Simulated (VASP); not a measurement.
# Pd (P6_3/mmc) in VASP: notebook

Pd is run at these levels: BLYP; tasks: single point.

All numbers are computed with VASP 6.6.1; they aren't measurements. Logs are shortened: lines on timing, memory, paths and dates and some standing lists are left out, and cuts for length are marked.

## (1) The cell of the first run

The structure is hexagonal, space group P6_3/mmc (No. 194). The conventional cell has a = 2.784 Å, b = 2.784 Å, c = 4.700 Å, α = 90.00°, β = 90.00°, γ = 120.00°. Pd (site symmetry -6m2) has 12 Pd at 2.78 to 2.85 Å within 3.7 Å.

This isn't the form of Pd at room conditions, which is fcc.

## (2) Single point, BLYP, collinear spin (15.77 Å³/atom)

File INCAR:

```
SYSTEM = Pd
AGGAC = 1.0 ; AGGAX = 1.0
ALDAC = 0.0 ; ALDAX = 1.0
ALGO = Normal ; EDIFF = 1E-7
ENCUT = 520 ; GGA = B5
ISIF = 2 ; ISMEAR = -1
ISPIN = 2 ; LASPH = .True.
LCHARG = .False. ; LMAXMIX = 4
LORBIT = 11 ; LREAL = .False.
LWAVE = .False. ; MAGMOM = 0.322 0.322
NBANDS = 21 ; NELM = 150
PREC = Accurate ; SIGMA = 0.05
```

File KPOINTS:

```
k-points
0
Gamma
  14 14 8
  0 0 0
```

File POSCAR:

```
Pd
1.0
    2.7836224712      0.0000000000      0.0000000000
   -1.3918112356      2.4106877746      0.0000000000
    0.0000000000      0.0000000000      4.6995328814
Pd
2
Direct
    0.3333333333      0.6666666667      0.2500000000
    0.6666666667      0.3333333333      0.7500000000
```

Potentials or basis: VASP PAW PBE potentials, release 64 (Pd).

On the command line:

```sh
> cat potpaw_PBE.64/Pd/POTCAR > POTCAR
> mpirun -np 1 vasp_std > vasp.out
```

OUTCAR:

```text
SYSTEM = Pd
   EDIFF = 1E-7
   ENCUT = 520
   GGA = B5
   ISIF = 2
   ISMEAR = -1
   ISPIN = 2
   LASPH = .True.
   LORBIT = 11
   LREAL = .False.
   NELM = 150
   PREC = Accurate

 ion  position               nearest neighbor table
   1  0.333  0.667  0.250-   2 2.85   2 2.85   2 2.85   2 2.85   2 2.85   2 2.85
   2  0.667  0.333  0.750-   1 2.85   1 2.85   1 2.85   1 2.85   1 2.85   1 2.85

  LATTYP: Found a hexagonal cell.
 ALAT       =     2.7836224712
 C/A-ratio  =     1.6882795458

  Lattice vectors:

 A1 = (   2.7836224712,   0.0000000000,   0.0000000000)
 A2 = (  -1.3918112356,   2.4106877746,   0.0000000000)
 A3 = (   0.0000000000,   0.0000000000,   4.6995328814)

Analysis of symmetry for initial positions (statically):
=====================================================================
 Subroutine PRICEL returns:
 Original cell was already a primitive cell.

 Routine SETGRP: Setting up the symmetry group for a
 hexagonal supercell.

 Subroutine GETGRP returns: Found 24 space group operations
 (whereof 12 operations were pure point group operations)
 out of a pool of 24 trial point group operations.

The static configuration has the point symmetry D_3d.
 The point group associated with its full space group is D_6h.

Analysis of symmetry for dynamics (positions and initial velocities):
=====================================================================
 Subroutine PRICEL returns:
 Original cell was already a primitive cell.

 Routine SETGRP: Setting up the symmetry group for a
 hexagonal supercell.

 Subroutine GETGRP returns: Found 24 space group operations
 (whereof 12 operations were pure point group operations)
 out of a pool of 24 trial point group operations.

The dynamic configuration has the point symmetry D_3d.
 The point group associated with its full space group is D_6h.

Analysis of structural, dynamic, and magnetic symmetry:
=====================================================================
 Subroutine PRICEL returns:
 Original cell was already a primitive cell.

 Routine SETGRP: Setting up the symmetry group for a
 hexagonal supercell.

 Subroutine GETGRP returns: Found 24 space group operations
 (whereof 12 operations were pure point group operations)
 out of a pool of 24 trial point group operations.

The overall configuration has the point symmetry D_3d.
 The point group associated with its full space group is D_6h.

 Subroutine INISYM returns: Found 24 space group operations
 (whereof 12 operations are pure point group operations),
 and found     1 'primitive' translations

----------------------------------------------------------------------------------------

                                     Primitive cell

  volume of cell :      31.5360

  direct lattice vectors                    reciprocal lattice vectors
     2.783622471  0.000000000  0.000000000     0.359244118  0.207409688  0.000000000
    -1.391811236  2.410687775  0.000000000     0.000000000  0.414819377  0.000000000
     0.000000000  0.000000000  4.699532881     0.000000000  0.000000000  0.212787106

  length of vectors
     2.783622471  2.783622471  4.699532881     0.414819377  0.414819377  0.212787106

  position of ions in fractional coordinates (direct lattice)
     0.333333333  0.666666667  0.250000000
     0.666666667  0.333333333  0.750000000

  ion indices of the primitive-cell ions
   primitive index   ion index
                 1           1
                 2           2

----------------------------------------------------------------------------------------

 KPOINTS: k-points

Automatic generation of k-mesh.
 Grid dimensions read from file:
 generate k-points for:   14   14    8

 Generating k-lattice:

  Cartesian coordinates                     Fractional coordinates (reciprocal lattice)
     0.025660294  0.014814978  0.000000000     0.071428571 -0.000000000  0.000000000
     0.000000000  0.029629955  0.000000000     0.000000000  0.071428571  0.000000000
     0.000000000  0.000000000  0.026598388     0.000000000  0.000000000  0.125000000

  Length of vectors
     0.029629955  0.029629955  0.026598388

  Shift w.r.t. Gamma in fractional coordinates (k-lattice)
     0.000000000  0.000000000  0.000000000

 Subroutine IBZKPT returns following result:
 ===========================================

 Found    120 irreducible k-points:

 Following reciprocal coordinates:
            Coordinates               Weight
  0.000000  0.000000  0.000000      1.000000
  0.071429  0.000000  0.000000      6.000000
  0.142857  0.000000  0.000000      6.000000
  0.214286 -0.000000  0.000000      6.000000
  0.285714  0.000000  0.000000      6.000000
  0.357143  0.000000  0.000000      6.000000
[... 16 lines left out ...]
  0.285714  0.285714  0.000000      6.000000
  0.357143  0.285714  0.000000      6.000000
 [... further k-points ...]
   k-points           NKPTS =    120   k-points in BZ     NKDIM =    120   number of bands    NBANDS=     21
   number of dos      NEDOS =    301   number of ions     NIONS =      2
   total plane-waves  NPLWV =  20736
   dimension x,y,z NGX =    24 NGY =   24 NGZ =   36
   dimension x,y,z NGXF=    48 NGYF=   48 NGZF=   72
   ions per type =               2
   NGX,Y,Z   is equivalent  to a cutoff of  14.33, 14.33, 12.73 a.u.
   NGXF,Y,Z  is equivalent  to a cutoff of  28.67, 28.67, 25.47 a.u.
 SYSTEM =  Pd
   PREC   = accura    normal or accurate (medium, high low for compatibility)
   ISTART =      0    job   : 0-new  1-cont  2-samecut
   ICHARG =      2    charge: 1-file 2-atom 10-const
   ISPIN  =      2    spin polarized calculation?
   LNONCOLLINEAR =      F non collinear calculations
   LSORBIT =      F    spin-orbit coupling
   LASPH  =      T    aspherical Exc in radial PAW
   ENCUT  =  520.0 eV  38.22 Ry    6.18 a.u.   5.18  5.18  8.74*2*pi/ulx,y,z
   NELM   =    150;   NELMIN=  2; NELMDL= -5     # of ELM steps
   EDIFF  = 0.1E-06   stopping-criterion for ELM
   LREAL  =      F    real-space projection
   EDIFFG = 0.1E-05   stopping-criterion for IOM
   NSW    =      0    number of steps for IOM
   IBRION =     -1    ionic relax: 0-MD 1-quasi-New 2-CG
   NFREE  =      0    steps in history (QN), initial steepest desc. (CG)
   ISIF   =      2    stress and relaxation
   ISYM   =      2    0-nonsym 1-usesym 2-fastsym
   POTIM  = 0.5000    time-step for ionic-motion
   TEBEG  =    0.0;   TEEND  =   0.0 temperature during run
   PSTRESS=    0.0 pullay stress
   NELECT =      20.0000    total number of electrons
   NUPDOWN=      -1.0000    fix difference up-down
   EMIN   =  10.00;   EMAX   =-10.00  energy-range for DOS
   EFERMI =   0.00;   METHOD = LEGACY
   ISMEAR =    -1;   SIGMA  =   0.05  broadening in eV -4-tet -1-fermi 0-gaus
   EFERMI_NEDOS =   21; number of points for ismear=-14 and -15
   IALGO  =     38    algorithm
   IMIX   =      4    mixing-type and parameters
     AMIX     =   0.40;   BMIX     =  1.00
     AMIX_MAG =   1.60;   BMIX_MAG =  1.00
  volume/ion in A,a.u.               =      15.77       106.41
  Fermi-wavevector in a.u.,A,eV,Ry     =   1.406532  2.657959 26.916830  1.978331
  Thomas-Fermi vector in A             =   2.528882
   LORBIT       =     11    0 simple, 1 ext, 2 COOP (PROOUT), +10 PAW based schemes
   GGA     = B5    functional components
   LHFCALC =     F    Hartree Fock is set to
   AEXX    =    0.0000 exact exchange contribution
   IVDW    =     0    specifies the selected vdW correction
   LEPSILON=     F    determine dielectric tensor
   LRPA    =     F    only Hartree local field effects (RPA)
 spin polarized calculation
  energy-cutoff  :      520.00
  volume of cell :       31.54
 maximum number of plane-waves:       869
 NGX is ok and might be reduce to    24
   NGX = 11   NGY = 11   NGZ = 17

 number of electron      20.0000009 magnetization       0.6402676

 Free energy of the ion-electron system (eV)
  ---------------------------------------------------
  ext. energy  EPLUGINS =         0.00000000
  ---------------------------------------------------
  free energy    TOTEN  =        -8.69821287 eV

  energy without entropy =       -8.66382862  energy(sigma->0) =       -8.68102074

 E-fermi :   9.2285     XC(G=0): -12.1438

 val. band max:        9.2228294721   @ k =   0.2143  -0.0000   0.0000
 cond. band min:       9.2305139039   @ k =   0.2857   0.0714   0.0000
 fundamental gap:      0.0076844318
 Fermi energy:         9.2285363113

 spin component 1

 k-point     1 :       0.0000    0.0000    0.0000
  band No.  band energies     occupation
      1       2.7052      1.00000
      2       4.3354      1.00000
      3       6.3486      1.00000
      4       6.6111      1.00000
      5       6.6111      1.00000
      6       6.9041      1.00000
[... 13 lines left out ...]
     20      33.4706      0.00000
     21      33.6794      0.00000
[... 529 lines left out ...]
 k-point    24 :       0.3571    0.2857    0.0000
  band No.  band energies     occupation
      1       5.0921      1.00000
      2       5.6200      1.00000
      3       5.7134      1.00000
      4       6.2410      1.00000
      5       6.4822      1.00000
      6       6.6088      1.00000
[... 13 lines left out ...]
     20      34.7351      0.00000
     21      35.2538      0.00000

 [... further k-points ...]

 spin component 2

 k-point     1 :       0.0000    0.0000    0.0000
  band No.  band energies     occupation
      1       2.7295      1.00000
      2       4.5063      1.00000
      3       6.6000      1.00000
      4       6.8479      1.00000
      5       6.8479      1.00000
      6       7.1473      1.00000
[... 13 lines left out ...]
     20      33.4875      0.00000
     21      33.7354      0.00000
[... 529 lines left out ...]
 k-point    24 :       0.3571    0.2857    0.0000
  band No.  band energies     occupation
      1       5.2401      1.00000
      2       5.8129      1.00000
      3       5.8941      1.00000
      4       6.4207      1.00000
      5       6.6471      1.00000
      6       6.7725      1.00000
[... 13 lines left out ...]
     20      34.7759      0.00000
     21      35.6686      0.00000

 [... further k-points ...]

------------------------ aborting loop because EDIFF is reached ----------------------------------------

  FORCE on cell =-STRESS in cart. coord.  units (eV):
  Direction    XX          YY          ZZ          XY          YZ          ZX
  --------------------------------------------------------------------------------------
  -------------------------------------------------------------------------------------
  Total        1.4129962      1.4129962      1.0624041     -0.0000000      0.0000000      0.0000000
  in kB       71.7869651     71.7869651     53.9752065     -0.0000000      0.0000000      0.0000000
  external PRESSURE =      65.8497123 kB  Pullay stress =       0.0000000 kB

 VOLUME and BASIS-vectors are now :
 -----------------------------------------------------------------------------
  energy-cutoff  :      520.00
  volume of cell :       31.54
      direct lattice vectors                 reciprocal lattice vectors
     2.783622471  0.000000000  0.000000000     0.359244118  0.207409688  0.000000000
    -1.391811236  2.410687775  0.000000000     0.000000000  0.414819377  0.000000000
     0.000000000  0.000000000  4.699532881     0.000000000  0.000000000  0.212787106

 POSITION                                       TOTAL-FORCE (eV/Angst)
 -----------------------------------------------------------------------------------
     -0.00000      1.60713      1.17488         0.000000      0.000000      0.000000
      1.39181      0.80356      3.52465        -0.000000     -0.000000      0.000000
 -----------------------------------------------------------------------------------
    total drift:                               -0.000000      0.000000     -0.000000

  FREE ENERGIE OF THE ION-ELECTRON SYSTEM (eV)
  ---------------------------------------------------
  free  energy   TOTEN  =        -8.6982128666 eV

  energy  without entropy=       -8.6638286160  energy(sigma->0) =       -8.68102074

 total charge

# of ion       s       p       d       tot
------------------------------------------
    1        0.446   0.395   8.511   9.352
    2        0.446   0.395   8.511   9.352
--------------------------------------------------
tot          0.891   0.789  17.023  18.703

 magnetization (x)

# of ion       s       p       d       tot
------------------------------------------
    1       -0.001  -0.006   0.327   0.320
    2       -0.001  -0.006   0.327   0.320
--------------------------------------------------
tot         -0.002  -0.011   0.654   0.641
```

Run time: 2.4 min. Hardware: 1 thread of Intel Xeon 8259CL, shared host; peak memory 0.25 GiB.

Results:

```
Free energy                                           : -8.6982 eV
Pressure                                              : 6.6 GPa
Net moment                                            : 0.64 μB per cell
Site moments                                          : Pd +0.32 μB
Valence electrons inside the program's atomic spheres : Pd 9.35
```

Caveat: the cell stands under pressure; the PAW data sets were made with another functional, which shifts forces and pressure a little.

## (3) Single point, BLYP, collinear spin (16.42 Å³/atom)

This run uses another cell than the first one, of 16.42 Å³/atom.

File INCAR:

```
SYSTEM = Pd
  PREC = Accurate
  ENCUT = 520
  EDIFF = 1E-7
  ISMEAR = -1
  SIGMA = 0.05
  LREAL = .FALSE.
  LASPH = .TRUE.
  NELM = 150
  ALGO = Normal
  ISIF = 2
  LWAVE = .FALSE.
  LCHARG = .FALSE.
  ISPIN = 2
  MAGMOM = 0.322 0.322
  LORBIT = 11
  LMAXMIX = 4
  GGA = B5
  ALDAX = 1.0
  AGGAX = 1.0
  AGGAC = 1.0
  ALDAC = 0.0
  NBANDS = 21
```

File KPOINTS:

```
regular mesh
0
G
  14 14 8
  0 0 0
```

File POSCAR:

```
Pd
1.0
    2.8217590248      0.0000000000      0.0000000000
   -1.4108795124      2.4437149989      0.0000000000
    0.0000000000      0.0000000000      4.7639180449
Pd
2
Direct
    0.3333333333      0.6666666667      0.2500000000
    0.6666666667      0.3333333333      0.7500000000
```

Potentials or basis: VASP PAW PBE potentials, release 64 (Pd).

On the command line:

```sh
> cat potpaw_PBE.64/Pd/POTCAR > POTCAR
> mpirun -np 1 vasp_std > vasp.out
```

It took 2.2 min on 1 thread of Intel Xeon 8259CL, shared host; peak memory 0.25 GiB.

The run converged. Its results:

```
Free energy                                           : -8.7267 eV
Pressure                                              : 0.5 GPa
Net moment                                            : 0.70 μB per cell
Site moments                                          : Pd +0.35 μB
Valence electrons inside the program's atomic spheres : Pd 9.28
```

Stress tensor (GPa, compression positive):
```
 0.93  0.00  0.00
 0.00  0.93  0.00
 0.00  0.00 -0.44
```

Levels at points of the mesh, in eV from the Fermi level:
Spin up:
```tsv
k point	band 7	band 8	band 9	band 10	band 11	band 12	band 13	band 14
(0.00, 0.00, 0.00)	-2.20	-1.50	-1.50	-0.35	-0.35	1.20	5.96	17.41
(0.50, 0.00, 0.00)	-1.46	-0.16	-0.13	0.02	2.55	4.23	8.98	9.39
(0.00, 0.00, 0.50)	-2.50	-2.50	-0.75	-0.75	-0.75	-0.75	13.04	13.04
(0.50, 0.00, 0.50)	-0.51	-0.51	-0.04	-0.04	2.81	2.81	7.45	7.45
```
Spin down:
| k point | band 8 | band 9 | band 10 | band 11 | band 12 | band 13 |
| --- | --- | --- | --- | --- | --- | --- |
| (0.00, 0.00, 0.00) | -1.29 | -1.29 | -0.13 | -0.13 | 1.21 | 6.13 |
| (0.50, 0.00, 0.00) | 0.07 | 0.17 | 0.32 | 2.69 | 4.37 | 9.07 |
| (0.00, 0.00, 0.50) | -2.24 | -0.52 | -0.52 | -0.52 | -0.52 | 13.12 |
| (0.50, 0.00, 0.50) | -0.24 | 0.26 | 0.26 | 2.86 | 2.86 | 7.58 |

Caveat: the PAW data sets were made with another functional, which shifts forces and pressure a little.
